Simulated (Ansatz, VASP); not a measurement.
## One calculation of SnO, two programs

File INCAR:

```
  PREC = Accurate
  ENCUT = 520
  EDIFF = 1E-7
  ISMEAR = 0
  SIGMA = 0.05
  LREAL = False
  LASPH = True
  NELM = 60
  ALGO = Normal
  ISIF = 2
  LWAVE = False
  LCHARG = False
  LDIPOL = True
  IDIPOL = 3
  DIPOL = 0.5 0.5 0.415
  GGA = PE
  IVDW = 12
  NBANDS = 50
```

File KPOINTS:

```
Automatic mesh
0
Gamma
  7 7 1
```

File POSCAR:

```
SnO
1.0
    3.8201528543      0.0002954551      0.0000000000
   -0.0003145191      3.8201528528      0.0000000000
    0.0000000000      0.0000000000     22.2260743460
Sn O
4 4
Direct
    0.9999452911      0.9999452911      0.2024649036
    0.4999452911      0.4999452911      0.3087831466
    0.4999452911      0.4999452911      0.5202464904
    0.9999452911      0.9999452911      0.6265647333
    0.9999461074      0.4999461074      0.2556240251
    0.4999461074      0.9999461074      0.2556240251
    0.4999444748      0.9999444748      0.5734056119
    0.9999444748      0.4999444748      0.5734056119
```

Input for Ansatz:

```yaml
crystal:
  lattice:
    - [3.8201528543, 0.0002954551, 0.0]
    - [-0.0003145191, 3.8201528528, 0.0]
    - [0.0, 0.0, 22.226074346]
  atoms:
    - { symbol: Sn, position: [0.9999452911, 0.9999452911, 0.2024649036] }
    - { symbol: O, position: [0.9999461074, 0.4999461074, 0.2556240251] }
    - { symbol: O, position: [0.4999461074, 0.9999461074, 0.2556240251] }
    - { symbol: Sn, position: [0.4999452911, 0.4999452911, 0.3087831466] }
    - { symbol: Sn, position: [0.4999452911, 0.4999452911, 0.5202464904] }
    - { symbol: O, position: [0.4999444748, 0.9999444748, 0.5734056119] }
    - { symbol: O, position: [0.9999444748, 0.4999444748, 0.5734056119] }
    - { symbol: Sn, position: [0.9999452911, 0.9999452911, 0.6265647333] }
basis:
  ecutwfc: 420
kpoints:
  mp_grid: { grid: [7, 7, 1] }
hamiltonian:
  xc: pbe
  pseudopotentials: { kind: paw, azcp: { folder: soft_1 } }
  dispersion: d3bj
scf:
  occupations: { method: gaussian, width: 0.05 }
output:
  forces: true
  eigenvalues: true
efield:
  axis: 3
  dipole_correction: true
  ramp_width: 0.04
```

Alike in both runs: task single point; functional PBE; dispersion D3(BJ); k mesh 7 × 7 × 1; occupations gaussian, width 0.05 eV; no spin polarisation.

|  | VASP | Ansatz |
| --- | --- | --- |
| version | VASP 6.6.1 | Ansatz 0.2.0 |
| potentials or method | VASP PAW PBE potentials, release 64 (Sn_d, O), cutoff 520 eV | scalar-relativistic, plane waves, PAW |
| valence electrons in the cell | 80 | 80 |

VASP gave:

| Item | Value |
| --- | --- |
| gap on the k mesh at the Fermi level (eV) | 2.63 |
| least direct gap on the mesh (eV) | 2.66 |
| rms of the force components (eV/Å) | 0.042 |

Problem. Estimate Ansatz's values.

Solution. gap on the k mesh at the Fermi level (eV): 2.67; least direct gap on the mesh (eV): 2.70; rms of the force components (eV/Å): 0.006.

Ansatz's warnings: structure snapped to symmetry.
